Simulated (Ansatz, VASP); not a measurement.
# C in VASP and in Ansatz

```
CELL_PARAMETERS angstrom
2.52553 0.00000 0.00000
0.00000 2.52553 0.00000
0.00000 0.00000 18.67870
ATOMIC_POSITIONS crystal
C 0.00000 0.25000 0.42829
C 0.50000 0.25000 0.47610
C 0.50000 0.75000 0.52390
C 0.00000 0.75000 0.57171
```

Alike in both runs: task single point; functional PBE; k mesh 12 × 12 × 1; occupations fermi-dirac, width 0.02 eV; no spin polarisation.

|  | VASP | Ansatz |
| --- | --- | --- |
| version | VASP 6.6.1 | Ansatz 0.2.0 |
| potentials or method | VASP PAW PBE potentials, release 64 (C), cutoff 520 eV | all-electron LAPW, scalar-relativistic |

Ansatz gave:

```
gap on the k mesh at the Fermi level (eV) : none
rms of the force components (eV/Å)        : 1.722
```

**Question.** What did VASP give for the same quantities?

**Answer.** gap on the k mesh at the Fermi level (eV): none; rms of the force components (eV/Å): 1.712.

Atom by atom the forces differ by 0.015 eV/Å (rms over components). A gap of «none» marks a metal or a gap that the smearing closes. Ansatz ran all-electron here, and VASP with PAW potentials.
